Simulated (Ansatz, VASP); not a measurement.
## CuO: VASP beside Ansatz

The input INCAR:

```
SYSTEM = CuO
PREC = Accurate ; ENCUT = 520
EDIFF = 1E-6 ; ISMEAR = -1
SIGMA = 0.05 ; LREAL = .False.
LASPH = .True. ; NELM = 60
ALGO = Normal ; ISIF = 2
LWAVE = .False. ; LCHARG = .True.
GGA = PE ; LELF = .True.
LVHAR = .True. ; NBANDS = 25
```

KPOINTS

```
Automatic mesh
0
Gamma
  8 8 6
  0 0 0
```

POSCAR

```
CuO
1.0
    3.3990834929      0.0000000000      0.0000000000
    0.0000000000      3.3990834929      0.0000000000
    0.0000000000      0.0000000000      4.2318669172
Cu O
2 2
Direct
    0.0000000000      0.5000000000      0.0000000000
    0.5000000000      0.0000000000      0.5000000000
    0.0000000000      0.0000000000      0.2500000000
    0.0000000000      0.0000000000      0.7500000000
```

input.yaml

```yaml
crystal:
  lattice:
    - [3.3990834929, 0.0, 0.0]
    - [0.0, 3.3990834929, 0.0]
    - [0.0, 0.0, 4.2318669172]
  atoms:
    - { symbol: Cu, position: [0.0, 0.5, 0.0] }
    - { symbol: Cu, position: [0.5, 0.0, 0.5] }
    - { symbol: O, position: [0.0, 0.0, 0.25] }
    - { symbol: O, position: [0.0, 0.0, 0.75] }
kpoints:
  mp_grid: { grid: [8, 8, 6] }
scf:
  occupations: { method: fermi_dirac, width: 0.05 }
hamiltonian:
  xc: pbe
  pseudopotentials: { kind: all_electron, lapw: { basis_error: 0.001 } }
output:
  forces: true
  stress: true
  eigenvalues: true
```

Change from the starting cell: volume scaled by 0.98.

Alike in both runs: task single point; functional PBE; k mesh 8 × 8 × 6; occupations fermi-dirac, width 0.05 eV; no spin polarisation.

|  | VASP | Ansatz |
| --- | --- | --- |
| version | VASP 6.6.1 | Ansatz 0.2.0 |
| potentials or method | VASP PAW PBE potentials, release 64 (Cu, O), cutoff 520 eV | all-electron LAPW, scalar-relativistic |

Ansatz gave:

| Item | Value |
| --- | --- |
| gap on the k mesh at the Fermi level (eV) | none |
| pressure (GPa) | -0.4 |
| traceless stress, the component that is largest in VASP (GPa) | 25.36 |

Which values does VASP return?

gap on the k mesh at the Fermi level (eV): none; pressure (GPa): 0.1; traceless stress, the component that is largest in VASP (GPa): 24.85.

A gap of «none» marks a metal or a gap that the smearing closes. Ansatz ran all-electron here, and VASP with PAW potentials.
